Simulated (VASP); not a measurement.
# C (R-3m) in VASP: notebook

C is run at these levels: PBE; tasks: G0W0 quasiparticle levels.

Everything below comes from runs of VASP 6.6.1. Logs are shortened: lines on timing, memory, paths and dates and some standing lists are left out, and cuts for length are marked.

## (1) The cell of the first run

Symmetry: R-3m, No. 166, trigonal system. The conventional cell has a = 2.467 Å, b = 2.467 Å, c = 6.179 Å, α = 90.00°, β = 90.00°, γ = 120.00°. Within 2.0 Å of C (site symmetry 3m) lie 4 C at 1.52 to 1.54 Å.

## (2) G0W0 quasiparticle levels, PBE

Input file POSCAR:

```
C
1.0
    0.0261361777      1.7706578374      1.7706578374
    1.7706578374      0.0261361777      1.7706578374
    1.7706578374      1.7706578374      0.0261361777
C
2
Direct
    0.0001661688      0.0001661688      0.0001661688
    0.2498338312      0.2498338312      0.2498338312
```

Input file INCAR.step1:

```
SYSTEM = C
PREC = Accurate
ENCUT = 500
EDIFF = 1E-8
ISMEAR = 0
SIGMA = 0.01
LREAL = .FALSE.
LASPH = .TRUE.
NELM = 100
ALGO = Normal
LWAVE = .TRUE.
LCHARG = .FALSE.
GGA = PE
```

Input file INCAR.step2:

```
SYSTEM = C
PREC = Accurate
ENCUT = 500
EDIFF = 1E-8
ISMEAR = 0
SIGMA = 0.01
LREAL = .FALSE.
LASPH = .TRUE.
NELM = 1
ALGO = Exact
LWAVE = .TRUE.
LCHARG = .FALSE.
GGA = PE
NBANDS = 49
LOPTICS = .TRUE.
ISTART = 1
```

Input file INCAR.step3:

```
SYSTEM = C
PREC = Accurate
ENCUT = 500
EDIFF = 1E-8
ISMEAR = 0
SIGMA = 0.01
LREAL = .FALSE.
LASPH = .TRUE.
ALGO = EVGW0
LWAVE = .FALSE.
LCHARG = .FALSE.
GGA = PE
NELMGW = 1
NBANDS = 49
ENCUTGW = 150.0
NOMEGA = 96
PRECFOCK = Fast
ISTART = 1
NBANDSGW = 12
OMEGAMAX = 30
```

Input file KPOINTS:

```
regular mesh
0
G
  6 6 6
  0 0 0
```

Potentials or basis: VASP PAW PBE potentials, release 64 (C_GW).

Started as:

```sh
cat potpaw_PBE.64/C_GW/POTCAR > POTCAR
cp INCAR.step1 INCAR
mpirun -np 1 vasp_std > vasp.out
cp INCAR.step2 INCAR
mpirun -np 1 vasp_std > vasp.out
cp INCAR.step3 INCAR
mpirun -np 1 vasp_std > vasp.out
```

OUTCAR:

```text
SYSTEM = C
   PREC = Accurate
   ENCUT = 500
   EDIFF = 1E-8
   ISMEAR = 0
   LREAL = .FALSE.
   LASPH = .TRUE.
   GGA = PE
   NELMGW = 1
   ENCUTGW = 150.0
   PRECFOCK = Fast
   ISTART = 1

 ion  position               nearest neighbor table
   1  0.000  0.000  0.000-   2 1.52   2 1.52   2 1.52   2 1.54
   2  0.250  0.250  0.250-   1 1.52   1 1.52   1 1.52   1 1.54

  LATTYP: Found a trigonal (rhomboedric) cell.
 ALAT       =     2.5042247212
 COS(alpha) =     0.5147046445

  Lattice vectors:

 A1 = (   0.0261361777,   1.7706578374,   1.7706578374)
 A2 = (   1.7706578374,   0.0261361777,   1.7706578374)
 A3 = (   1.7706578374,   1.7706578374,   0.0261361777)

Analysis of symmetry for initial positions (statically):
=====================================================================
 Subroutine PRICEL returns:
 Original cell was already a primitive cell.

 Routine SETGRP: Setting up the symmetry group for a
 trigonal (rhombohedral) supercell.

 Subroutine GETGRP returns: Found 12 space group operations
 (whereof  6 operations were pure point group operations)
 out of a pool of 12 trial point group operations.

The static configuration has the point symmetry C_3v.
 The point group associated with its full space group is D_3d.

Analysis of symmetry for dynamics (positions and initial velocities):
=====================================================================
 Subroutine PRICEL returns:
 Original cell was already a primitive cell.

 Routine SETGRP: Setting up the symmetry group for a
 trigonal (rhombohedral) supercell.

 Subroutine GETGRP returns: Found 12 space group operations
 (whereof  6 operations were pure point group operations)
 out of a pool of 12 trial point group operations.

The dynamic configuration has the point symmetry C_3v.
 The point group associated with its full space group is D_3d.

 Subroutine INISYM returns: Found 12 space group operations
 (whereof  6 operations are pure point group operations),
 and found     1 'primitive' translations

----------------------------------------------------------------------------------------

                                     Primitive cell

  volume of cell :      10.8570

  direct lattice vectors                    reciprocal lattice vectors
     0.026136178  1.770657837  1.770657837    -0.288711316  0.284511719  0.284511719
     1.770657837  0.026136178  1.770657837     0.284511719 -0.288711316  0.284511719
     1.770657837  1.770657837  0.026136178     0.284511719  0.284511719 -0.288711316

  length of vectors
     2.504224721  2.504224721  2.504224721     0.495225262  0.495225262  0.495225262

  position of ions in fractional coordinates (direct lattice)
     0.000166169  0.000166169  0.000166169
     0.249833831  0.249833831  0.249833831

  ion indices of the primitive-cell ions
   primitive index   ion index
                 1           1
                 2           2

----------------------------------------------------------------------------------------

 KPOINTS: regular mesh

Automatic generation of k-mesh.
 Grid dimensions read from file:
 generate k-points for:    6    6    6

 Generating k-lattice:

  Cartesian coordinates                     Fractional coordinates (reciprocal lattice)
    -0.048118553  0.047418620  0.047418620     0.166666667  0.000000000 -0.000000000
     0.047418620 -0.048118553  0.047418620     0.000000000  0.166666667 -0.000000000
     0.047418620  0.047418620 -0.048118553     0.000000000  0.000000000  0.166666667

  Length of vectors
     0.082537544  0.082537544  0.082537544

  Shift w.r.t. Gamma in fractional coordinates (k-lattice)
     0.000000000  0.000000000  0.000000000

 Subroutine IBZKPT returns following result:
 ===========================================

 Found     32 irreducible k-points:

 Following reciprocal coordinates:
            Coordinates               Weight
  0.000000  0.000000  0.000000      1.000000
  0.166667  0.000000 -0.000000      6.000000
  0.333333  0.000000 -0.000000      6.000000
  0.500000  0.000000 -0.000000      3.000000
  0.166667  0.166667  0.000000      6.000000
  0.333333  0.166667  0.000000     12.000000
[... 16 lines left out ...]
  0.500000  0.500000  0.166667      6.000000
 -0.333333  0.500000  0.166667     12.000000
 [... further k-points ...]
   k-points           NKPTS =     32   k-points in BZ     NKDIM =    216   number of bands    NBANDS=     49
   number of dos      NEDOS =    301   number of ions     NIONS =      2
   total plane-waves  NPLWV =   5832
   dimension x,y,z NGX =    18 NGY =   18 NGZ =   18
   dimension x,y,z NGXF=    36 NGYF=   36 NGZF=   36
   ions per type =               2
   NGX,Y,Z   is equivalent  to a cutoff of  11.95, 11.95, 11.95 a.u.
   NGXF,Y,Z  is equivalent  to a cutoff of  23.90, 23.90, 23.90 a.u.
 SYSTEM =  C
   PREC   = accura    normal or accurate (medium, high low for compatibility)
   ISTART =      1    job   : 0-new  1-cont  2-samecut
   ICHARG =      0    charge: 1-file 2-atom 10-const
   ISPIN  =      1    spin polarized calculation?
   LNONCOLLINEAR =      F non collinear calculations
   LSORBIT =      F    spin-orbit coupling
   LASPH  =      T    aspherical Exc in radial PAW
   ENCUT  =  500.0 eV  36.75 Ry    6.06 a.u.   4.57  4.57  4.57*2*pi/ulx,y,z
   NELM   =     60;   NELMIN=  2; NELMDL=  0     # of ELM steps
   EDIFF  = 0.1E-07   stopping-criterion for ELM
   LREAL  =      F    real-space projection
   EDIFFG = 0.1E-06   stopping-criterion for IOM
   NSW    =      0    number of steps for IOM
   IBRION =     -1    ionic relax: 0-MD 1-quasi-New 2-CG
   NFREE  =      0    steps in history (QN), initial steepest desc. (CG)
   ISIF   =      0    stress and relaxation
   ISYM   =      3    0-nonsym 1-usesym 2-fastsym
   POTIM  = 0.5000    time-step for ionic-motion
   TEBEG  =    0.0;   TEEND  =   0.0 temperature during run
   PSTRESS=    0.0 pullay stress
   NELECT =       8.0000    total number of electrons
   NUPDOWN=      -1.0000    fix difference up-down
   EMIN   =  10.00;   EMAX   =-10.00  energy-range for DOS
   EFERMI =   0.00;   METHOD = LEGACY
   ISMEAR =     0;   SIGMA  =   0.01  broadening in eV -4-tet -1-fermi 0-gaus
   EFERMI_NEDOS =   21; number of points for ismear=-14 and -15
   IALGO  =     38    algorithm
   IMIX   =      4    mixing-type and parameters
     AMIX     =   0.40;   BMIX     =  1.00
     AMIX_MAG =   1.60;   BMIX_MAG =  1.00
  volume/ion in A,a.u.               =       5.43        36.63
  Fermi-wavevector in a.u.,A,eV,Ry     =   1.478658  2.794259 29.748198  2.186431
  Thomas-Fermi vector in A             =   2.592912
   LORBIT       =      0    0 simple, 1 ext, 2 COOP (PROOUT), +10 PAW based schemes
   GGA     = PE    functional components
   LHFCALC =     T    Hartree Fock is set to
   PRECFOCK=fast      Normal, Fast or Accurate (Low or Medium for compatibility)
   ENCUT4O =  -1.0   cutoff for four orbital integrals eV
   NKREDX  =     1    reduce k-point grid by
   NKREDY  =     1    reduce k-point grid by
   NKREDZ  =     1    reduce k-point grid by
   AEXX    =    1.0000 exact exchange contribution
   HFSCREEN=    0.0000 screening length (either q_TF or 0.3 A-1)
   HFSCREENC=   0.0000 screening length for correlation (either q_TF or 0.3 A-1)
   ENCUTFOCK=  -1.0 apply spherical cutoff to Coloumb kernel
   IVDW    =     0    specifies the selected vdW correction
   LEPSILON=     F    determine dielectric tensor
   LRPA    =     F    only Hartree local field effects (RPA)
   LRPAFORCE           =     F    calculate RPA forces
   ENCUTGW             = 150.0    cutoff for response function in eV
   ENCUTGWSOFT         = 120.0    soft cutoff for Coulomb kernel in GW response function in eV
   ENCUTLF             =  -1.0    cutoff for local field effects
   NELMGW              =     1    number of iterations in solving QP/BSE equation
   NELMHF              =     1    number of iterations in the inner HF iteration
   NKREDLFX            =     1    NKREDLFY  =   1   NKREDLFZ  =   1
 non-spin polarized calculation
 Gauss-broadening in eV      SIGMA  =   0.01
  energy-cutoff  :      500.00
  volume of cell :       10.86
 maximum number of plane-waves:       287
  NGX = 12; NGY = 12; NGZ = 12
   NGX =  9   NGY =  9   NGZ =  9
 maximum number of plane-waves:        59
 NGX is ok and might be reduce to    10

 QP shifts <psi_nk| G(iteration)W_0 |psi_nk>: iteration 1
 for sc-GW calculations column KS-energies equals QP-energies in previous step
 and V_xc(KS)=  KS-energies - (<T + V_ion + V_H > + <T+V_H+V_ion>^1  + <V_x>^1)

 k-point   1 :       0.0000    0.0000    0.0000
  band No.  KS-energies  QP-energies   sigma(KS)   V_xc(KS)     V^pw_x(r,r')   Z            occupation Imag(sigma)

      1     -11.6643     -13.2357     -16.9819     -14.9199     -25.7058       0.7621       2.0000       1.3355
      2      10.3477       9.8322     -17.4831     -16.8625     -19.2438       0.8306       2.0000       0.0338
      3      10.4391       9.9307     -17.6174     -17.0048     -19.4715       0.8299       2.0000       0.0350
      4      10.4391       9.9307     -17.6174     -17.0048     -19.4715       0.8299       2.0000       0.0350
      5      15.6617      16.8245     -14.2177     -15.6219      -9.5312       0.8281       0.0000      -0.0559
      6      16.3418      17.5526     -14.2260     -15.6879      -9.3942       0.8283       0.0000      -0.0585
      7      16.3418      17.5526     -14.2260     -15.6879      -9.3942       0.8283       0.0000      -0.0585
      8      24.7935      25.9060     -14.9824     -16.4272      -7.6482       0.7700       0.0000      -0.1565
      9      30.2908      30.7022     -11.5897     -12.0977      -4.4257       0.8098       0.0000      -0.3200
     10      37.4454      38.5803     -12.7407     -14.1066      -6.0347       0.8309       0.0000      -0.5132
     11      37.4454      38.5803     -12.7407     -14.1066      -6.0347       0.8309       0.0000      -0.5132
     12      38.1963      38.7418     -11.1131     -11.7736      -3.3817       0.8259       0.0000      -0.8825

 k-point   2 :       0.1667    0.0000   -0.0000
  band No.  KS-energies  QP-energies   sigma(KS)   V_xc(KS)     V^pw_x(r,r')   Z            occupation Imag(sigma)
[... 353 lines left out ...]
      1      -2.2387      -3.5289     -17.6756     -15.9641     -23.6791       0.7538       2.0000       0.2751
      2      -1.9302      -3.2166     -17.5977     -15.8952     -23.4997       0.7556       2.0000       0.2606
      3       2.1738       1.0962     -16.5829     -15.2273     -20.4794       0.7949       2.0000       0.0908
      4       2.3343       1.2590     -16.6646     -15.3129     -20.5784       0.7955       2.0000       0.0895
      5      18.5044      19.4322     -13.1910     -14.3133      -7.7158       0.8266       0.0000      -0.0722
      6      19.1744      20.1226     -13.2419     -14.3892      -7.7015       0.8264       0.0000      -0.0740
      7      25.1558      26.6134     -14.4213     -16.3000      -7.0165       0.7759       0.0000      -0.1751
      8      25.8412      27.3267     -14.5268     -16.4503      -6.9927       0.7723       0.0000      -0.1857
      9      32.7014      33.9852     -13.8042     -15.4404      -5.5539       0.7846       0.0000      -0.5074
     10      32.9345      34.2382     -13.8555     -15.5178      -5.5660       0.7842       0.0000      -0.5190
     11      41.5806      42.5494     -12.4126     -13.6216      -4.3426       0.8013       0.0000      -0.9499
     12      42.1037      43.0806     -12.4214     -13.6405      -4.3280       0.8013       0.0000      -0.9854

 [... further k-points ...]
```

Wall time 81 s (1 thread of Intel Xeon Platinum 8488C (Sapphire Rapids), shared host); peak memory 0.24 GiB.

Results:

* Quasiparticle gap: 5.49 eV
* Least direct quasiparticle gap: 6.89 eV
* Band gap of the starting levels on the mesh: 4.21 eV
* Least direct gap of the starting levels on the mesh: 5.22 eV

Caveat: the k points lie up to 0.52 Å⁻¹ apart; bands, screening cutoff and mesh are small and nothing is extrapolated, so the quasiparticle values aren't converged.

(Part 1 of 3 ends here.)
